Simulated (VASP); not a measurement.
# Si16Ge (a cell with a defect) in VASP: further runs, part 2 of 2

VASP 6.6.1. The steps go on from the part before.

**4. Single point, PBEsol**

Input file INCAR:

```
PREC = Accurate
ENCUT = 520
EDIFF = 1E-6
ISMEAR = 0
SIGMA = 0.05
LREAL = Auto
LASPH = True
NELM = 100
ALGO = Normal
ISIF = 2
LWAVE = False
LCHARG = True
GGA = PS
LELF = True
LVHAR = True
NBANDS = 53
```

Input file KPOINTS:

```
regular mesh
0
Gamma
  2 2 2
```

Input file POSCAR:

```
Si16Ge
1.0
    0.0000000000      5.4300000000      5.4300000000
    5.4300000000      0.0000000000      5.4300000000
    5.4300000000      5.4300000000      0.0000000000
Si Ge
16 1
Direct
    0.0763210866     -0.0253895948     -0.0255474217
    0.1312583794      0.1318521179      0.1305909761
   -0.0146967772      0.0113240331      0.5014638122
    0.1312075506      0.1315572744      0.6062073665
   -0.0146477901      0.5024989871      0.0097875691
    0.1310325967      0.6062416206      0.1309933702
   -0.0146733886      0.5023299263      0.5017151934
    0.0800886740      0.6406094843      0.6392678637
    0.5060024862      0.0204862799      0.0176794659
    0.6988348987      0.1005590239      0.1002868324
    0.5059782689      0.0199097606      0.4557624309
    0.6133011050      0.1454523020      0.6200697974
    0.5056470534      0.4559023020      0.0185671271
    0.6136566298      0.6209761510      0.1452105893
    0.4533936464      0.5158144567      0.5152024862
    0.6134690608      0.6216158379      0.6195049724
    0.4960022099      0.8335633517      0.8356130755
```

On the command line:

```console
> cat potpaw_PBE.64/Si/POTCAR potpaw_PBE.64/Ge_d/POTCAR > POTCAR
> mpirun -np 1 vasp_std > vasp.out
```

It took 2.8 min on 1 thread of Intel Xeon 6975P-C (Granite Rapids), shared host; peak memory 0.48 GiB.

The run converged. Its results:

| Item | Value |
| --- | --- |
| Free energy | -92.4878 eV |
| Pressure | 3.5 GPa |
| Largest force | 0.043 eV/Å |
| Band gap on the k mesh | zero (bands 39 and 40 overlap by 0.13 eV) |

Forces in eV/Å, atoms in the order of the input:
```
Si   0.013 -0.010 -0.014
Si  -0.016  0.008  0.003
Si  -0.005  0.004 -0.016
Si  -0.008  0.013  0.007
Si  -0.003 -0.010  0.001
Si   0.001  0.002  0.019
Si   0.014  0.004  0.001
Si  -0.015  0.012  0.020
Si  -0.008 -0.008 -0.028
Si  -0.013  0.007  0.012
Si   0.015  0.010 -0.030
Si   0.006 -0.001 -0.010
Si   0.010 -0.005  0.001
Si   0.008 -0.021 -0.001
Si  -0.025  0.028  0.021
Si   0.015 -0.003 -0.005
Ge   0.011 -0.029  0.020
```

Stress tensor (GPa, compression positive):
```
 3.53  0.74  0.71
 0.74  3.56 -0.72
 0.71 -0.72  3.49
```

Levels at points of the mesh, in eV from the Fermi level:
```tsv
k point	band 35	band 36	band 37	band 38	band 39	band 40	band 41	band 42	band 43	band 44
(0.00, 0.00, 0.00)	-1.35	-1.04	-0.54	-0.54	-0.52	-0.12	-0.10	0.20	0.21	0.74
(0.50, 0.00, 0.00)	-1.27	-1.27	-1.16	-1.15	-0.28	0.37	0.39	1.15	1.18	1.19
(0.00, 0.50, 0.00)	-1.38	-1.35	-1.31	-0.88	-0.19	0.19	0.72	0.83	1.00	1.28
(0.00, 0.00, 0.50)	-1.38	-1.35	-1.30	-0.87	-0.21	0.20	0.72	0.84	1.00	1.27
(0.50, 0.50, 0.50)	-1.38	-1.35	-1.30	-0.87	-0.20	0.20	0.72	0.84	1.00	1.28
(0.50, 0.50, 0.00)	-1.95	-1.78	-1.66	-0.90	0.01	0.39	1.25	1.42	1.69	1.86
(0.00, 0.50, 0.50)	-1.95	-1.78	-1.66	-0.91	0.02	0.40	1.25	1.41	1.69	1.86
(0.50, 0.00, 0.50)	-1.95	-1.78	-1.66	-0.91	0.02	0.40	1.25	1.41	1.69	1.86
```

Caveat: the k points lie up to 0.50 Å⁻¹ apart; the PAW data sets were made with another functional, which shifts forces and pressure a little.

**5. Single point, PBEsol**

Input file INCAR:

```
SYSTEM = Si16Ge
  ALGO = Normal
  EDIFF = 1E-7
  ENCUT = 520
  GGA = PS
  ISIF = 2
  ISMEAR = 0
  LASPH = .True.
  LCHARG = .True.
  LELF = .True.
  LREAL = Auto
  LVHAR = .True.
  LWAVE = .False.
  NBANDS = 53
  NELM = 60
  PREC = Accurate
  SIGMA = 0.05
```

Input file KPOINTS:

```
k-points
0
Gamma
  2 2 2
  0 0 0
```

Input file POSCAR:

```
Si16Ge
1.0
    0.0000000000      5.4300000000      5.4300000000
    5.4300000000      0.0000000000      5.4300000000
    5.4300000000      5.4300000000      0.0000000000
Si Ge
16 1
Direct
    0.0846783610     -0.0278457643     -0.0286116943
    0.1379187845      0.1290248619      0.1283552486
   -0.0154008287      0.0180000921      0.4985461326
    0.1380297422      0.1289837017      0.6043050645
   -0.0154196133      0.4992074586      0.0172514733
    0.1377525783      0.6051269797      0.1283733886
   -0.0153767956      0.4991666667      0.4985863720
    0.0553514733      0.6486085635      0.6478378453
    0.5105936464      0.0143689687      0.0133220074
    0.7021487109      0.0997404236      0.0988177716
    0.5106941989      0.0142638122      0.4613255064
    0.6129771639      0.1571629834      0.6147296501
    0.5104256906      0.4621295580      0.0134595764
    0.6129555249      0.6155290055      0.1562978821
    0.4340506446      0.5224090239      0.5216036832
    0.6129676796      0.6156032228      0.6147829650
    0.5463858195      0.8182871087      0.8175289134
```

On the command line:

```console
> cat potpaw_PBE.64/Si/POTCAR potpaw_PBE.64/Ge_d/POTCAR > POTCAR
> mpirun -np 1 vasp_std > vasp.out
```

Run time: 3.2 min. Hardware: 1 thread of Intel Xeon 6975P-C (Granite Rapids), shared host; peak memory 0.48 GiB.

Results (log left out):

```yaml
Free_energy: -92.4703 eV
Pressure: 3.3 GPa
Largest_force: 0.028 eV/Å
Band_gap_on_the_k_mesh: 0.13 eV
```

Forces in eV/Å, atoms in the order of the input:
```
Si   0.010 -0.009 -0.008
Si  -0.015 -0.001  0.002
Si  -0.004  0.004 -0.016
Si   0.001  0.013  0.002
Si  -0.002 -0.017  0.005
Si  -0.002  0.002  0.013
Si   0.018  0.003  0.005
Si   0.000 -0.001 -0.004
Si  -0.011  0.010  0.003
Si   0.010 -0.008 -0.009
Si  -0.010  0.010  0.006
Si   0.007 -0.007 -0.008
Si  -0.005  0.007  0.016
Si   0.009 -0.010 -0.008
Si   0.006 -0.007 -0.005
Si   0.007 -0.006 -0.008
Ge  -0.018  0.017  0.013
```

Stress tensor (GPa, compression positive):
```
 3.31  0.56  0.56
 0.56  3.32 -0.56
 0.56 -0.56  3.31
```

Levels at points of the mesh, in eV from the valence-band top:
| k point | band 35 | band 36 | band 37 | band 38 | band 39 | band 40 | band 41 | band 42 | band 43 | band 44 |
| --- | --- | --- | --- | --- | --- | --- | --- | --- | --- | --- |
| (0.00, 0.00, 0.00) | -1.11 | -0.85 | -0.30 | -0.28 | -0.28 | 0.13 | 0.14 | 0.49 | 0.49 | 1.00 |
| (0.50, 0.00, 0.00) | -1.00 | -1.00 | -0.93 | -0.93 | -0.05 | 0.62 | 0.62 | 1.39 | 1.47 | 1.47 |
| (0.00, 0.50, 0.00) | -1.16 | -1.16 | -1.08 | -0.53 | -0.17 | 0.46 | 0.94 | 1.08 | 1.29 | 1.51 |
| (0.00, 0.00, 0.50) | -1.16 | -1.16 | -1.07 | -0.53 | -0.17 | 0.46 | 0.94 | 1.08 | 1.29 | 1.51 |
| (0.50, 0.50, 0.50) | -1.16 | -1.16 | -1.07 | -0.53 | -0.17 | 0.46 | 0.94 | 1.08 | 1.29 | 1.51 |
| (0.50, 0.50, 0.00) | -1.62 | -1.53 | -1.40 | -0.39 | 0.00 | 0.63 | 1.61 | 1.66 | 1.97 | 2.09 |
| (0.00, 0.50, 0.50) | -1.62 | -1.53 | -1.40 | -0.39 | 0.00 | 0.63 | 1.61 | 1.66 | 1.97 | 2.09 |
| (0.50, 0.00, 0.50) | -1.62 | -1.53 | -1.40 | -0.39 | 0.00 | 0.63 | 1.61 | 1.66 | 1.97 | 2.09 |

Caveat: the k points lie up to 0.50 Å⁻¹ apart; the PAW data sets were made with another functional, which shifts forces and pressure a little.

**6. Single point, PBEsol**

Input file INCAR:

```
ALGO = Normal
EDIFF = 1E-6
ENCUT = 520
GGA = PS
ISIF = 2
ISMEAR = 0
LASPH = T
LCHARG = F
LREAL = Auto
LWAVE = F
NBANDS = 53
NELM = 100
PREC = Accurate
SIGMA = 0.05
```

Input file KPOINTS:

```
k-points
0
Gamma
  2 2 2
```

Input file POSCAR:

```
Si16Ge
1.0
    0.0000000000      5.4300000000      5.4300000000
    5.4300000000      0.0000000000      5.4300000000
    5.4300000000      5.4300000000      0.0000000000
Si Ge
16 1
Direct
    0.0622129834     -0.0201312155     -0.0212632597
    0.1417334254      0.1248255064      0.1239647330
   -0.0087691529      0.0196593923      0.4944284530
    0.1418325967      0.1248924494      0.6090392265
   -0.0087639963      0.4953255064      0.0187592081
    0.1415855433      0.6102220074      0.1239652855
   -0.0087747698      0.4953690608      0.4944022099
    0.0449294659      0.6522392265      0.6512863720
    0.5132676796      0.0082706262      0.0074183241
    0.6857225599      0.1051100368      0.1044164825
    0.5133540516      0.0080643646      0.4707205341
    0.6182362799      0.1640307551      0.6088116022
    0.5131157459      0.4714398711      0.0074256906
    0.6182275322      0.6094621547      0.1634848066
    0.4260814917      0.5249586556      0.5243778085
    0.6182599448      0.6092496317      0.6087207182
    0.5970385820      0.8012417127      0.8006897790
```

Potentials or basis: VASP PAW PBE potentials, release 64 (Si, Ge_d).

On the command line:

```console
> cat potpaw_PBE.64/Si/POTCAR potpaw_PBE.64/Ge_d/POTCAR > POTCAR
> mpirun -np 1 vasp_std > vasp.out
```

OUTCAR:

```text
EDIFF = 1E-6
   ENCUT = 520
   GGA = PS
   ISIF = 2
   ISMEAR = 0
   LASPH = T
   LREAL = Auto
   NELM = 100
   PREC = Accurate

 ion  position               nearest neighbor table
   1  0.062  0.980  0.979-   6 2.34   4 2.34   2 2.34  10 2.36
   2  0.142  0.125  0.124-   3 2.33   5 2.33   9 2.33   1 2.34
   3  0.991  0.020  0.494-   4 2.33   2 2.33  12 2.34   8 2.35
   4  0.142  0.125  0.609-   3 2.33   7 2.33  11 2.33   1 2.34
   5  0.991  0.495  0.019-   6 2.33   2 2.33  14 2.34   8 2.35
   6  0.142  0.610  0.124-   7 2.33   5 2.33  13 2.33   1 2.34
   7  0.991  0.495  0.494-   6 2.33   4 2.33  16 2.34   8 2.35
   8  0.045  0.652  0.651-   3 2.35   7 2.35   5 2.35  15 2.39  17 2.81
   9  0.513  0.008  0.007-  10 2.32   2 2.33  17 2.44  12 2.51  14 2.51
  10  0.686  0.105  0.104-  11 2.32   9 2.32  13 2.32   1 2.36
  11  0.513  0.008  0.471-  10 2.32   4 2.33  17 2.44  16 2.51  12 2.51
  12  0.618  0.164  0.609-  15 2.31   3 2.34  17 2.46   9 2.51  11 2.51
  13  0.513  0.471  0.007-  10 2.32   6 2.33  17 2.44  16 2.51  14 2.51
  14  0.618  0.609  0.163-  15 2.31   5 2.34  17 2.46   9 2.51  13 2.51
  15  0.426  0.525  0.524-  16 2.31  14 2.31  12 2.31   8 2.39
  16  0.618  0.609  0.609-  15 2.31   7 2.34  17 2.46  13 2.51  11 2.51
  17  0.597  0.801  0.801-  13 2.44  11 2.44   9 2.44  16 2.46  12 2.46  14 2.46   8 2.81

  LATTYP: Found a face centered cubic cell.
 ALAT       =    10.8600000000

  Lattice vectors:

 A1 = (   0.0000000000,   5.4300000000,   5.4300000000)
 A2 = (   5.4300000000,   0.0000000000,   5.4300000000)
 A3 = (   5.4300000000,   5.4300000000,   0.0000000000)

Analysis of symmetry for initial positions (statically):
=====================================================================
 Subroutine PRICEL returns:
 Original cell was already a primitive cell.

 Routine SETGRP: Setting up the symmetry group for a
 face centered cubic supercell.

 Subroutine GETGRP returns: Found  1 space group operations
 (whereof  1 operations were pure point group operations)
 out of a pool of 48 trial point group operations.

The static configuration has the point symmetry C_1 .

[... 152 lines left out ...]
   AEXX    =    0.0000 exact exchange contribution
   IVDW    =     0    specifies the selected vdW correction
   LEPSILON=     F    determine dielectric tensor
   LRPA    =     F    only Hartree local field effects (RPA)
 non-spin polarized calculation
 Gauss-broadening in eV      SIGMA  =   0.05
  energy-cutoff  :      520.00
  volume of cell :      320.21
 maximum number of plane-waves:      8646
 NGX is ok and might be reduce to    60
   NGX = 29   NGY = 29   NGZ = 29

 number of electron      77.9999999 magnetization

 Free energy of the ion-electron system (eV)
  ---------------------------------------------------
  ext. energy  EPLUGINS =         0.00000000
  ---------------------------------------------------
  free energy    TOTEN  =       -92.46681094 eV

  energy without entropy =      -92.45428210  energy(sigma->0) =      -92.46054652

 E-fermi :   6.5652     XC(G=0):  -9.9060

 val. band max:        6.5322167898   @ k =   0.5000   0.5000   0.0000
 cond. band min:       6.5865656285   @ k =   0.0000   0.0000   0.0000
 fundamental gap:      0.0543488387
 Fermi energy:         6.5652271912

 k-point     1 :       0.0000    0.0000    0.0000
  band No.  band energies     occupation
      1     -18.0016      2.00000
      2     -18.0016      2.00000
      3     -17.8855      2.00000
      4     -17.8854      2.00000
      5     -17.8829      2.00000
      6      -6.4378      2.00000
[... 421 lines left out ...]
     50      10.2612      0.00000
     51      10.3233      0.00000
 [bands above 51 left out]

------------------------ aborting loop because EDIFF is reached ----------------------------------------

  FORCE on cell =-STRESS in cart. coord.  units (eV):
  Direction    XX          YY          ZZ          XY          YZ          ZX
  --------------------------------------------------------------------------------------
  -------------------------------------------------------------------------------------
  Total        6.9348974      6.9286264      6.9330841      1.2679105     -1.2593345      1.2626769
  in kB       34.6993340     34.6679566     34.6902609      6.3440951     -6.3011845      6.3179086
  external PRESSURE =      34.6858505 kB  Pullay stress =       0.0000000 kB

 VOLUME and BASIS-vectors are now :
 -----------------------------------------------------------------------------
  energy-cutoff  :      520.00
  volume of cell :      320.21
      direct lattice vectors                 reciprocal lattice vectors
     0.000000000  5.430000000  5.430000000    -0.092081031  0.092081031  0.092081031
     5.430000000  0.000000000  5.430000000     0.092081031 -0.092081031  0.092081031
     5.430000000  5.430000000  0.000000000     0.092081031  0.092081031 -0.092081031

 POSITION                                       TOTAL-FORCE (eV/Angst)
 -----------------------------------------------------------------------------------
     10.63523      5.65236      5.65850         0.007742     -0.006593     -0.006515
      1.35093      1.44274      1.44741         0.016161      0.024587      0.024741
      2.79150      8.06713      5.48913        -0.007246      0.005368     -0.010871
      3.98525      4.07723      1.44832        -0.024820     -0.016052      0.022937
      2.79148      5.48427      8.07203        -0.007524     -0.012595      0.004999
      3.98664      1.44194      4.08232        -0.029189      0.026537     -0.012653
[... 9 lines left out ...]
      6.61358      6.66251      6.66538         0.007662     -0.022843     -0.019756
      8.69849      7.58967      7.59266         0.006748     -0.002513     -0.004519
 -----------------------------------------------------------------------------------
    total drift:                                0.001366     -0.000234     -0.004706

  FREE ENERGIE OF THE ION-ELECTRON SYSTEM (eV)
  ---------------------------------------------------
  free  energy   TOTEN  =       -92.4668109400 eV

  energy  without entropy=      -92.4542820956  energy(sigma->0) =      -92.46054652
```

OSZICAR:

```text
N       E                     dE             d eps       ncg     rms          rms(c)
DAV:   1     0.393806424559E+03    0.39381E+03   -0.29863E+04  1037   0.158E+03
DAV:   2    -0.282297745610E+02   -0.42204E+03   -0.39067E+03   925   0.391E+02
DAV:   3    -0.907600154915E+02   -0.62530E+02   -0.59711E+02  1053   0.103E+02
DAV:   4    -0.942036071992E+02   -0.34436E+01   -0.34024E+01  1096   0.277E+01
DAV:   5    -0.942994750819E+02   -0.95868E-01   -0.95708E-01  1072   0.471E+00    0.145E+01
DAV:   6    -0.930013219766E+02    0.12982E+01   -0.82772E-01  1003   0.283E+00    0.859E+00
DAV:   7    -0.924651013330E+02    0.53622E+00   -0.12246E+00  1024   0.353E+00    0.697E-01
DAV:   8    -0.924665644714E+02   -0.14631E-02   -0.89312E-02  1027   0.129E+00    0.419E-01
DAV:   9    -0.924666087223E+02   -0.44251E-04   -0.65850E-03  1192   0.431E-01    0.215E-01
DAV:  10    -0.924668035596E+02   -0.19484E-03   -0.21226E-03   998   0.151E-01    0.867E-02
DAV:  11    -0.924667936410E+02    0.99186E-05   -0.34645E-04  1008   0.793E-02    0.494E-02
DAV:  12    -0.924668117193E+02   -0.18078E-04   -0.46126E-05  1024   0.261E-02    0.943E-03
DAV:  13    -0.924668109400E+02    0.77923E-06   -0.58038E-06  1016   0.104E-02
   1 F= -.92466811E+02 E0= -.92460547E+02  d E =-.125288E-01
```

Wall time 3.1 min (1 thread of Intel Xeon 6975P-C (Granite Rapids), shared host); peak memory 0.48 GiB.

Results:

```
Free energy            : -92.4668 eV
Pressure               : 3.5 GPa
Largest force          : 0.041 eV/Å
Band gap on the k mesh : 0.05 eV
```

Forces on the atoms (eV/Å):
```
Si   0.008 -0.007 -0.007
Si   0.016  0.025  0.025
Si  -0.007  0.005 -0.011
Si  -0.025 -0.016  0.023
Si  -0.008 -0.013  0.005
Si  -0.029  0.027 -0.013
Si   0.011  0.010  0.007
Si   0.007 -0.005 -0.012
Si  -0.034 -0.004 -0.008
Si   0.000 -0.002  0.004
Si   0.009  0.038 -0.005
Si   0.021 -0.026 -0.008
Si   0.011  0.001  0.039
Si   0.016 -0.016 -0.022
Si  -0.011  0.008  0.007
Si   0.008 -0.023 -0.020
Ge   0.007 -0.003 -0.005
```

Stress tensor (GPa, compression positive):
```
 3.47  0.63  0.63
 0.63  3.47 -0.63
 0.63 -0.63  3.47
```

Caveat: the k points lie up to 0.50 Å⁻¹ apart; the PAW data sets were made with another functional, which shifts forces and pressure a little.

**7. Overview**

| cell | gap on the mesh (eV) | pressure (GPa) | largest force (eV/Å) |
| --- | --- | --- | --- |
| as given, atomic positions A | none | 4.6 | 0.15 |
| as given, atomic positions B | none | 4.1 | 0.39 |
| as given, atomic positions C | none | 3.5 | 0.04 |
| as given, atomic positions D | 0.13 | 3.3 | 0.03 |
| as given, atomic positions E | 0.05 | 3.5 | 0.04 |

Alike in all rows: task single point; level PBEsol; potentials or basis VASP PAW PBE potentials, release 64 (Si, Ge_d); no spin polarisation; k mesh 2 × 2 × 2; cutoff (eV) 520; smearing gaussian 0.05 eV.

Caveats: all runs use coarse meshes; the PAW data sets were made with another functional, which shifts forces and pressure a little.

Total energies depend on the potentials used, so only differences within one code and one set of settings carry meaning.
